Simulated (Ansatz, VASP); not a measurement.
Two plane-wave programs on SrCl2

File POSCAR:

```
SrCl2
1.0
    0.0000000000      3.4977180848      3.4977180848
    3.4977180848      0.0000000000      3.4977180848
    3.4977180848      3.4977180848      0.0000000000
Sr Cl
1 2
Direct
    0.0000000000      0.0000000000      0.0000000000
    0.2500000000      0.2500000000      0.2500000000
    0.7500000000      0.7500000000      0.7500000000
```

The input INCAR.step1:

```
  PREC = Accurate
  ENCUT = 520
  EDIFF = 1E-5
  ISMEAR = 0
  SIGMA = 0.01
  LREAL = F
  LASPH = T
  NELM = 80
  ALGO = Normal
  ISIF = 2
  LWAVE = T
  LCHARG = F
  GGA = PE
  NBANDS = 19
```

The input INCAR.step2:

```
  PREC = Accurate
  ENCUT = 520
  EDIFF = 1E-6
  ISMEAR = 0
  SIGMA = 0.01
  LREAL = F
  LASPH = T
  NELM = 80
  ALGO = Normal
  ISIF = 2
  LWAVE = F
  LCHARG = F
  GGA = PE
  LHFCALC = T
  HFSCREEN = 0.2079
  PRECFOCK = Normal
  ISTART = 1
  NBANDS = 19
```

The input KPOINTS:

```
regular mesh
0
Gamma
  4 4 4
```

Input for Ansatz:

```yaml
crystal:
  lattice:
    - [0.0, 3.4977180848, 3.4977180848]
    - [3.4977180848, 0.0, 3.4977180848]
    - [3.4977180848, 3.4977180848, 0.0]
  atoms:
    - { symbol: Sr, position: [0.0, 0.0, 0.0] }
    - { symbol: Cl, position: [0.25, 0.25, 0.25] }
    - { symbol: Cl, position: [0.75, 0.75, 0.75] }
kpoints:
  mp_grid: { grid: [4, 4, 4] }
  band_path:
    path:
      - [0.0, 0.0, 0.0]
      - [0.5, 0.0, 0.5]
      - [0.625, 0.25, 0.625]
      - [0.375, 0.375, 0.75]
      - [0.5, 0.5, 0.5]
      - [0.5, 0.25, 0.75]
    npoints: 1
hamiltonian:
  xc: hse06
scf:
  occupations: { method: fixed }
  n_extra_bands: 4
output:
  forces: true
  stress: true
  eigenvalues: true
```

Alike in both runs: task single point; functional HSE06; k mesh 4 × 4 × 4; no spin polarisation.

```csv
,VASP,Ansatz
version,VASP 6.6.1,Ansatz 0.2.0
potentials or method,"VASP PAW PBE potentials, release 64 (Sr_sv, Cl)","plane waves, PAW"
plane-wave cutoff (eV),520,420
occupations,"gaussian, width 0.01 eV",fixed
valence electrons in the cell,24,24
```

VASP gave:

| Quantity | Value |
| --- | --- |
| gap on the k mesh at the Fermi level (eV) | 6.58 |
| pressure (GPa) | 0.3 |

Problem. Which values does Ansatz return?

Solution. gap on the k mesh at the Fermi level (eV): 6.59; pressure (GPa): 0.2.

Ansatz's warnings: stress exchange threshold loose, stress scf threshold loose.
